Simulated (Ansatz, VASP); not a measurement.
# Two plane-wave programs on AlN

```
Al N
1.0
     0.00000    2.18866    2.18866
     2.18866    0.00000    2.18866
     2.18866    2.18866    0.00000
Al N
1 1
Direct
  0.98873 0.01127 0.01127
  0.77170 0.72830 0.72830
```

Change from the starting cell: mode 4 frozen in at -0.095 Å, strain +e along z and -e/2 along x and y +0.0000.

Alike in both runs: task single point; functional PBEsol; k mesh 10 × 10 × 10; occupations gaussian, width 0.05 eV; no spin polarisation.

|  | VASP | Ansatz |
| --- | --- | --- |
| version | VASP 6.6.1 | Ansatz 0.2.0 |
| potentials or method | VASP PAW PBE potentials, release 64 (Al, N), cutoff 520 eV | scalar-relativistic, plane waves, PAW |
| valence electrons in the cell | 8 | 8 |

```tsv
	VASP	Ansatz	Ansatz less VASP
gap on the k mesh at the Fermi level (eV)	2.82	2.82	+0.007
least direct gap on the mesh (eV)	3.68	3.66	-0.016
pressure (GPa)	2.6	2.5	-0.06
traceless stress, the component that is largest in VASP (GPa)	-10.27	-10.11	+0.164
rms of the force components (eV/Å)	1.176	1.166	-0.0095
```

VASP's potentials were made for PBE, not for PBEsol, and Ansatz warns of the same on its side. Atom by atom the forces differ by 0.009 eV/Å (rms over components).
